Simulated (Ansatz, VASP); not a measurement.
## Be2ZnSe3 in VASP and in Ansatz

```xyz
6
Lattice="5.4524 0.0000 0.0000 -2.7262 4.7219 0.0000 0.0000 0.0000 6.6658" Properties=species:S:1:pos:R:3 pbc="T T T"
Be    0.0000    0.0000    1.0587
Be    0.0000    0.0000    5.6071
Zn    0.0000    0.0000    3.3329
Se    2.7262    0.0000    0.0000
Se   -1.3631    2.3609    0.0000
Se    1.3631    2.3609    0.0000
```

Alike in both runs: task relaxation of cell and atoms; functional PBE; k mesh 12 × 12 × 6; occupations gaussian, width 0.1 eV; no spin polarisation.

```csv
,VASP,Ansatz
version,VASP 6.6.1,Ansatz 0.2.0
potentials or method,"VASP PAW PBE potentials, release 64 (Be, Zn, Se), cutoff 600 eV","scalar-relativistic, plane waves, PAW"
valence electrons in the cell,34,64
```

|  | VASP | Ansatz | Ansatz less VASP |
| --- | --- | --- | --- |
| gap on the k mesh at the Fermi level, each at its own relaxed structure (eV) | none | none | - |
| relaxed volume (Å³/atom) | 28.43 | 28.41 | -0.015 |
| relaxed length of the cell vector where the two differ most in proportion (Å) | 5.430 | 5.429 | -0.0010 |

A gap of «none» marks a metal or a gap that the smearing closes. VASP's potentials hold 34 valence electrons a cell and Ansatz's 64, so a difference there can come from the potentials and not from the codes.
